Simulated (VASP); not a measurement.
# MoSe (Pm-3m) in VASP: a series of runs

Runs on MoSe. Level: PBE+U. Tasks: single point.

Everything below comes from runs of VASP 6.6.1. Logs are shortened: lines on timing, memory, paths and dates and some standing lists are left out, and cuts for length are marked.

### 1 The cell of the first run

The structure is cubic, space group Pm-3m (No. 221). The conventional cell has a = 3.734 Å, b = 3.734 Å, c = 3.734 Å, α = 90.00°, β = 90.00°, γ = 90.00°. Mo (site symmetry m-3m) has 8 Se at 3.23 Å and 6 Mo at 3.73 Å within 4.3 Å. Se (site symmetry m-3m) has 8 Mo at 3.23 Å and 6 Se at 3.73 Å within 4.3 Å.

### 2 Single point, PBE+U, collinear spin

File INCAR:

```
SYSTEM = MoSe
PREC = Accurate
ENCUT = 520
EDIFF = 1E-7
ISMEAR = 0
SIGMA = 0.1
LREAL = .FALSE.
LASPH = .TRUE.
NELM = 150
ALGO = Normal
ISIF = 2
LWAVE = .FALSE.
LCHARG = .FALSE.
ISPIN = 2
MAGMOM = 2 0
LORBIT = 11
LMAXMIX = 4
LDAU = .TRUE.
LDAUTYPE = 2
LDAUL = 2 -1
LDAUU = 4.38 0
LDAUJ = 0 0
LDAUPRINT = 1
GGA = PE
NBANDS = 21
```

File KPOINTS:

```
regular mesh
0
G
  12 12 12
  0 0 0
```

File POSCAR:

```
MoSe
1.0
    3.7337665803      0.0000000000      0.0000000000
    0.0000000000      3.7337665803      0.0000000000
    0.0000000000      0.0000000000      3.7337665803
Mo Se
1 1
Direct
    0.0000000000      0.0000000000      0.0000000000
    0.5000000000      0.5000000000      0.5000000000
```

Potentials or basis: VASP PAW PBE potentials, release 64 (Mo_sv, Se).

The run is started by

```bash
$ cat potpaw_PBE.64/Mo_sv/POTCAR potpaw_PBE.64/Se/POTCAR > POTCAR
$ mpirun -np 1 vasp_std > vasp.out
```

OUTCAR:

```text
SYSTEM = MoSe
   PREC = Accurate
   ENCUT = 520
   EDIFF = 1E-7
   ISMEAR = 0
   LREAL = .FALSE.
   LASPH = .TRUE.
   NELM = 150
   ISIF = 2
   ISPIN = 2
   LORBIT = 11
   GGA = PE

 ion  position               nearest neighbor table
   1  0.000  0.000  0.000-
   2  0.500  0.500  0.500-

  LATTYP: Found a simple cubic cell.
 ALAT       =     3.7337665803

  Lattice vectors:

 A1 = (   3.7337665803,   0.0000000000,   0.0000000000)
 A2 = (   0.0000000000,   3.7337665803,   0.0000000000)
 A3 = (   0.0000000000,   0.0000000000,   3.7337665803)

Analysis of symmetry for initial positions (statically):
=====================================================================
 Subroutine PRICEL returns:
 Original cell was already a primitive cell.

 Routine SETGRP: Setting up the symmetry group for a
 simple cubic supercell.

 Subroutine GETGRP returns: Found 48 space group operations
 (whereof 48 operations were pure point group operations)
 out of a pool of 48 trial point group operations.

The static configuration has the point symmetry O_h .

Analysis of symmetry for dynamics (positions and initial velocities):
=====================================================================
 Subroutine PRICEL returns:
 Original cell was already a primitive cell.

 Routine SETGRP: Setting up the symmetry group for a
 simple cubic supercell.

 Subroutine GETGRP returns: Found 48 space group operations
 (whereof 48 operations were pure point group operations)
 out of a pool of 48 trial point group operations.

The dynamic configuration has the point symmetry O_h .

Analysis of structural, dynamic, and magnetic symmetry:
=====================================================================
 Subroutine PRICEL returns:
 Original cell was already a primitive cell.

 Routine SETGRP: Setting up the symmetry group for a
 simple cubic supercell.

 Subroutine GETGRP returns: Found 48 space group operations
 (whereof 48 operations were pure point group operations)
 out of a pool of 48 trial point group operations.

The overall configuration has the point symmetry O_h .

 Subroutine INISYM returns: Found 48 space group operations
 (whereof 48 operations are pure point group operations),
 and found     1 'primitive' translations

----------------------------------------------------------------------------------------

                                     Primitive cell

  volume of cell :      52.0525

  direct lattice vectors                    reciprocal lattice vectors
     3.733766580  0.000000000  0.000000000     0.267826062  0.000000000  0.000000000
     0.000000000  3.733766580  0.000000000     0.000000000  0.267826062  0.000000000
     0.000000000  0.000000000  3.733766580     0.000000000  0.000000000  0.267826062

  length of vectors
     3.733766580  3.733766580  3.733766580     0.267826062  0.267826062  0.267826062

  position of ions in fractional coordinates (direct lattice)
     0.000000000  0.000000000  0.000000000
     0.500000000  0.500000000  0.500000000

  ion indices of the primitive-cell ions
   primitive index   ion index
                 1           1
                 2           2

----------------------------------------------------------------------------------------

 KPOINTS: regular mesh

Automatic generation of k-mesh.
 Grid dimensions read from file:
 generate k-points for:   12   12   12

 Generating k-lattice:

  Cartesian coordinates                     Fractional coordinates (reciprocal lattice)
     0.022318839  0.000000000  0.000000000     0.083333333  0.000000000  0.000000000
     0.000000000  0.022318839  0.000000000     0.000000000  0.083333333  0.000000000
     0.000000000  0.000000000  0.022318839     0.000000000  0.000000000  0.083333333

  Length of vectors
     0.022318839  0.022318839  0.022318839

  Shift w.r.t. Gamma in fractional coordinates (k-lattice)
     0.000000000  0.000000000  0.000000000

 Subroutine IBZKPT returns following result:
 ===========================================

 Found     84 irreducible k-points:

 Following reciprocal coordinates:
            Coordinates               Weight
  0.000000  0.000000  0.000000      1.000000
  0.083333  0.000000  0.000000      6.000000
  0.166667  0.000000  0.000000      6.000000
  0.250000  0.000000  0.000000      6.000000
  0.333333  0.000000  0.000000      6.000000
  0.416667  0.000000  0.000000      6.000000
[... 16 lines left out ...]
  0.333333  0.333333  0.000000     12.000000
  0.416667  0.333333  0.000000     24.000000
 [... further k-points ...]
   k-points           NKPTS =     84   k-points in BZ     NKDIM =     84   number of bands    NBANDS=     21
   number of dos      NEDOS =    301   number of ions     NIONS =      2
   total plane-waves  NPLWV =  21952
   dimension x,y,z NGX =    28 NGY =   28 NGZ =   28
   dimension x,y,z NGXF=    56 NGYF=   56 NGZF=   56
   ions per type =               1   1
   NGX,Y,Z   is equivalent  to a cutoff of  12.47, 12.47, 12.47 a.u.
   NGXF,Y,Z  is equivalent  to a cutoff of  24.93, 24.93, 24.93 a.u.
 SYSTEM =  MoSe
   PREC   = accura    normal or accurate (medium, high low for compatibility)
   ISTART =      0    job   : 0-new  1-cont  2-samecut
   ICHARG =      2    charge: 1-file 2-atom 10-const
   ISPIN  =      2    spin polarized calculation?
   LNONCOLLINEAR =      F non collinear calculations
   LSORBIT =      F    spin-orbit coupling
   LASPH  =      T    aspherical Exc in radial PAW
   ENCUT  =  520.0 eV  38.22 Ry    6.18 a.u.   6.94  6.94  6.94*2*pi/ulx,y,z
   NELM   =    150;   NELMIN=  2; NELMDL= -5     # of ELM steps
   EDIFF  = 0.1E-06   stopping-criterion for ELM
   LREAL  =      F    real-space projection
   EDIFFG = 0.1E-05   stopping-criterion for IOM
   NSW    =      0    number of steps for IOM
   IBRION =     -1    ionic relax: 0-MD 1-quasi-New 2-CG
   NFREE  =      0    steps in history (QN), initial steepest desc. (CG)
   ISIF   =      2    stress and relaxation
   ISYM   =      2    0-nonsym 1-usesym 2-fastsym
   POTIM  = 0.5000    time-step for ionic-motion
   TEBEG  =    0.0;   TEEND  =   0.0 temperature during run
   PSTRESS=    0.0 pullay stress
   NELECT =      20.0000    total number of electrons
   NUPDOWN=      -1.0000    fix difference up-down
   EMIN   =  10.00;   EMAX   =-10.00  energy-range for DOS
   EFERMI =   0.00;   METHOD = LEGACY
   ISMEAR =     0;   SIGMA  =   0.10  broadening in eV -4-tet -1-fermi 0-gaus
   EFERMI_NEDOS =   21; number of points for ismear=-14 and -15
   IALGO  =     38    algorithm
   IMIX   =      4    mixing-type and parameters
     AMIX     =   0.40;   BMIX     =  1.00
     AMIX_MAG =   1.60;   BMIX_MAG =  1.00
  volume/ion in A,a.u.               =      26.03       175.63
  Fermi-wavevector in a.u.,A,eV,Ry     =   1.190157  2.249071 19.272301  1.416474
  Thomas-Fermi vector in A             =   2.326248
   LORBIT       =     11    0 simple, 1 ext, 2 COOP (PROOUT), +10 PAW based schemes
 LDA+U is selected, type is set to LDAUTYPE =  2
   angular momentum for each species LDAUL =     2   -1
   U (eV)           for each species LDAUU =   4.4  0.0
   J (eV)           for each species LDAUJ =   0.0  0.0
   GGA     = PE    functional components
   LHFCALC =     F    Hartree Fock is set to
   AEXX    =    0.0000 exact exchange contribution
   IVDW    =     0    specifies the selected vdW correction
   LEPSILON=     F    determine dielectric tensor
   LRPA    =     F    only Hartree local field effects (RPA)
 spin polarized calculation
 Gauss-broadening in eV      SIGMA  =   0.10
  energy-cutoff  :      520.00
  volume of cell :       52.05
 maximum number of plane-waves:      1420
 NGX is ok and might be reduce to    28

atom =   1  type =  1  l = 2

 onsite density matrix

spin component  1

  0.7277 -0.0000 -0.0000 -0.0000  0.0000
 -0.0000  0.7277 -0.0000 -0.0000  0.0000
 -0.0000 -0.0000  0.8366  0.0000 -0.0000
 -0.0000 -0.0000  0.0000  0.7277 -0.0000
  0.0000  0.0000 -0.0000 -0.0000  0.8366

spin component  2

  0.0297  0.0000  0.0000  0.0000 -0.0000
  0.0000  0.0297 -0.0000  0.0000 -0.0000
  0.0000 -0.0000  0.0060 -0.0000  0.0000
  0.0000  0.0000 -0.0000  0.0297  0.0000
 -0.0000 -0.0000  0.0000  0.0000  0.0060

 occupancies and eigenvectors

  o =  0.0060  v =  0.0000  0.0000  0.0000  0.0000  0.0000 -0.0000  0.0000  1.0000  0.0000 -0.0025      0.0000  0.0000  0.0000  0.0000  0.0000  0.0000  0.0000  0.0000  0.0000  0.0000
  o =  0.0060  v =  0.0000  0.0000  0.0000  0.0000  0.0000 -0.0000  0.0000  0.0025 -0.0000  1.0000      0.0000  0.0000  0.0000  0.0000  0.0000  0.0000  0.0000  0.0000  0.0000  0.0000
  o =  0.0297  v =  0.0000  0.0000  0.0000  0.0000  0.0000 -0.9989  0.0195 -0.0000  0.0428  0.0000      0.0000  0.0000  0.0000  0.0000  0.0000  0.0000  0.0000  0.0000  0.0000  0.0000
  o =  0.0297  v =  0.0000  0.0000  0.0000  0.0000  0.0000  0.0425 -0.0160 -0.0000  0.9990  0.0000      0.0000  0.0000  0.0000  0.0000  0.0000  0.0000  0.0000  0.0000  0.0000  0.0000
  o =  0.0297  v =  0.0000  0.0000  0.0000  0.0000  0.0000  0.0202  0.9997 -0.0000  0.0152 -0.0000      0.0000  0.0000  0.0000  0.0000  0.0000  0.0000  0.0000  0.0000  0.0000  0.0000
  o =  0.7277  v =  1.0000  0.0000  0.0000  0.0000  0.0000  0.0000  0.0000  0.0000  0.0000  0.0000      0.0000  0.0000  0.0000  0.0000  0.0000  0.0000  0.0000  0.0000  0.0000  0.0000
  o =  0.7277  v =  0.0000 -0.8781 -0.0000  0.4784  0.0000  0.0000  0.0000  0.0000  0.0000  0.0000      0.0000  0.0000  0.0000  0.0000  0.0000  0.0000  0.0000  0.0000  0.0000  0.0000
  o =  0.7277  v =  0.0000 -0.4784 -0.0000 -0.8781 -0.0000  0.0000  0.0000  0.0000  0.0000  0.0000      0.0000  0.0000  0.0000  0.0000  0.0000  0.0000  0.0000  0.0000  0.0000  0.0000
  o =  0.8366  v =  0.0000  0.0000  0.0008 -0.0000  1.0000  0.0000  0.0000  0.0000  0.0000  0.0000      0.0000  0.0000  0.0000  0.0000  0.0000  0.0000  0.0000  0.0000  0.0000  0.0000
  o =  0.8366  v =  0.0000 -0.0000  1.0000 -0.0000 -0.0008  0.0000  0.0000  0.0000  0.0000  0.0000      0.0000  0.0000  0.0000  0.0000  0.0000  0.0000  0.0000  0.0000  0.0000  0.0000

 number of electron      20.0000004 magnetization       4.0001371

 Free energy of the ion-electron system (eV)
  ---------------------------------------------------
  ext. energy  EPLUGINS =         0.00000000
  ---------------------------------------------------
  free energy    TOTEN  =        -9.48401265 eV

  energy without entropy =       -9.48156288  energy(sigma->0) =       -9.48278776

 E-fermi :   5.0392     XC(G=0):  -9.8229

 val. band max:        5.0353548670   @ k =   0.4167   0.4167   0.3333
 cond. band min:       5.0438781404   @ k =   0.0833   0.0000   0.0000
 fundamental gap:      0.0085232734
 Fermi energy:         5.0392069418

 spin component 1

 k-point     1 :       0.0000    0.0000    0.0000
  band No.  band energies     occupation
      1     -56.5347      1.00000
      2     -30.7418      1.00000
      3     -30.7418      1.00000
      4     -30.7418      1.00000
      5      -8.1360      1.00000
      6       1.5745      1.00000
[... 13 lines left out ...]
     20      18.9173      0.00000
     21      18.9173      0.00000
[... 529 lines left out ...]
 k-point    24 :       0.4167    0.3333    0.0000
  band No.  band energies     occupation
      1     -56.5318      1.00000
      2     -30.7743      1.00000
      3     -30.7668      1.00000
      4     -30.7368      1.00000
      5      -7.3368      1.00000
      6       0.5166      1.00000
[... 13 lines left out ...]
     20      17.6581      0.00000
     21      18.4239      0.00000

 [... further k-points ...]

 spin component 2

 k-point     1 :       0.0000    0.0000    0.0000
  band No.  band energies     occupation
      1     -54.0895      1.00000
      2     -28.0149      1.00000
      3     -28.0149      1.00000
      4     -28.0149      1.00000
      5      -8.4452      1.00000
      6       3.5099      1.00000
[... 13 lines left out ...]
     20      19.6123      0.00000
     21      19.6123      0.00000
[... 529 lines left out ...]
 k-point    24 :       0.4167    0.3333    0.0000
  band No.  band energies     occupation
      1     -54.0867      1.00000
      2     -28.0470      1.00000
      3     -28.0394      1.00000
      4     -28.0095      1.00000
      5      -7.7189      1.00000
      6       0.9198      1.00000
[... 13 lines left out ...]
     20      18.0884      0.00000
     21      19.5548      0.00000

 [... further k-points ...]
[... 5 lines left out ...]
  --------------------------------------------------------------------------------------
  -------------------------------------------------------------------------------------
  Total       -3.0625138     -3.0625138     -3.0625138      0.0000000      0.0000000      0.0000000
  in kB      -94.2642792    -94.2642792    -94.2642792      0.0000000      0.0000000      0.0000000
  external PRESSURE =     -94.2642792 kB  Pullay stress =       0.0000000 kB

 VOLUME and BASIS-vectors are now :
 -----------------------------------------------------------------------------
  energy-cutoff  :      520.00
  volume of cell :       52.05
      direct lattice vectors                 reciprocal lattice vectors
     3.733766580  0.000000000  0.000000000     0.267826062  0.000000000  0.000000000
     0.000000000  3.733766580  0.000000000     0.000000000  0.267826062  0.000000000
     0.000000000  0.000000000  3.733766580     0.000000000  0.000000000  0.267826062

 POSITION                                       TOTAL-FORCE (eV/Angst)
 -----------------------------------------------------------------------------------
      0.00000      0.00000      0.00000         0.000000      0.000000      0.000000
      1.86688      1.86688      1.86688         0.000000      0.000000      0.000000
 -----------------------------------------------------------------------------------
    total drift:                               -0.000000      0.000000     -0.000000

  FREE ENERGIE OF THE ION-ELECTRON SYSTEM (eV)
  ---------------------------------------------------
  free  energy   TOTEN  =        -9.4840126479 eV

  energy  without entropy=       -9.4815628811  energy(sigma->0) =       -9.48278776

 total charge

# of ion       s       p       d       tot
------------------------------------------
    1        2.140   6.013   3.924  12.076
    2        1.488   2.199   0.019   3.705
--------------------------------------------------
tot          3.628   8.211   3.943  15.781

 magnetization (x)

# of ion       s       p       d       tot
------------------------------------------
    1        0.059   0.035   3.726   3.820
    2        0.016  -0.367   0.012  -0.340
--------------------------------------------------
tot          0.074  -0.332   3.738   3.480
```

Run time: 4.9 min. Hardware: 1 thread of Intel Xeon 8259CL, shared host; peak memory 0.27 GiB.

What came out:

| Property | Result |
| --- | --- |
| Free energy | -9.4840 eV |
| Pressure | -9.4 GPa |
| Band gap on the k mesh | zero (filled and empty bands overlap) |
| Net moment | 4.00 μB per cell |
| Site moments | Mo +3.82; Se -0.34 μB |
| Valence electrons inside the program's atomic spheres | Mo 12.08; Se 3.71 |

Eigenvalues of the final occupation matrices:
| site | spin | trace | eigenvalues |
| --- | --- | --- | --- |
| site 1 d | 1 | 3.86 | 0.73 0.73 0.73 0.84 0.84 |
| site 1 d | 2 | 0.10 | 0.01 0.01 0.03 0.03 0.03 |

Caveat: the cell stands under tension.

### 3 Single point, PBE+U, collinear spin

This run uses another cell than the first one: it holds 4 atoms, not 2.

File INCAR:

```
ALGO = Normal ; EDIFF = 1E-6
ENCUT = 520 ; GGA = PE
ISIF = 2 ; ISMEAR = 0
ISPIN = 2 ; LASPH = True
LCHARG = False ; LDAU = True
LDAUJ = 0 0 ; LDAUL = 2 -1
LDAUPRINT = 1 ; LDAUTYPE = 2
LDAUU = 4.38 0 ; LMAXMIX = 4
LORBIT = 11 ; LREAL = False
LWAVE = False ; MAGMOM = 2 -2 0 0
NBANDS = 32 ; NELM = 150
PREC = Accurate ; SIGMA = 0.1
```

File KPOINTS:

```
k-points
0
Gamma
  12 12 6
```

File POSCAR:

```
MoSe
1.0
    3.5333486654      0.0000000000      3.5333486654
    0.0000000000      3.5333486654      3.5333486654
    0.0000000000      0.0000000000      7.0666973308
Mo Se
2 2
Direct
    0.0000000000      0.0000000000      0.0000000000
    0.0000000000      0.0000000000      0.5000000000
    0.5000000000      0.5000000000      0.7500000000
    0.5000000000      0.5000000000      0.2500000000
```

Potentials or basis: VASP PAW PBE potentials, release 64 (Mo_sv, Se).

The run is started by

```bash
$ cat potpaw_PBE.64/Mo_sv/POTCAR potpaw_PBE.64/Se/POTCAR > POTCAR
$ mpirun -np 1 vasp_std > vasp.out
```

Wall time 13 min (1 thread of Intel Xeon 8259CL, shared host); peak memory 0.45 GiB.

The run converged. Its results:

| Property | Result |
| --- | --- |
| Free energy | -19.0730 eV |
| Pressure | -5.2 GPa |
| Band gap on the k mesh | zero (filled and empty bands overlap) |
| Net moment | 0.00 μB per cell |
| Site moments | Mo +3.49, -3.49; Se +0.00 μB |
| Valence electrons inside the program's atomic spheres | Mo 12.09; Se 3.77 |

Levels at points of the mesh, in eV from the Fermi level:
Spin up:
```
           k point  band 18  band 19  band 20  band 21  band 22  band 23
(0.00, 0.00, 0.00)    -1.42     0.04     0.04     0.04     0.70     2.83
(0.50, 0.00, 0.00)    -1.51    -0.36    -0.03    -0.03     1.51     3.30
(0.00, 0.00, 0.50)    -2.34    -1.50     0.30     0.30     2.16     2.16
```
Spin down:
```csv
k point,band 18,band 19,band 20,band 21,band 22,band 23
"(0.00, 0.00, 0.00)",-1.42,0.04,0.04,0.04,0.70,2.83
"(0.50, 0.00, 0.00)",-1.51,-0.36,-0.03,-0.03,1.51,3.30
"(0.00, 0.00, 0.50)",-2.34,-1.50,0.30,0.30,2.16,2.16
```

Eigenvalues of the final occupation matrices:
```
    site  spin  trace               eigenvalues
site 1 d     1   3.69  0.72 0.72 0.72 0.77 0.77
site 1 d     2   0.23  0.03 0.03 0.06 0.06 0.06
site 2 d     1   0.23  0.03 0.03 0.06 0.06 0.06
site 2 d     2   3.69  0.72 0.72 0.72 0.77 0.77
```

Caveat: the cell stands under tension.
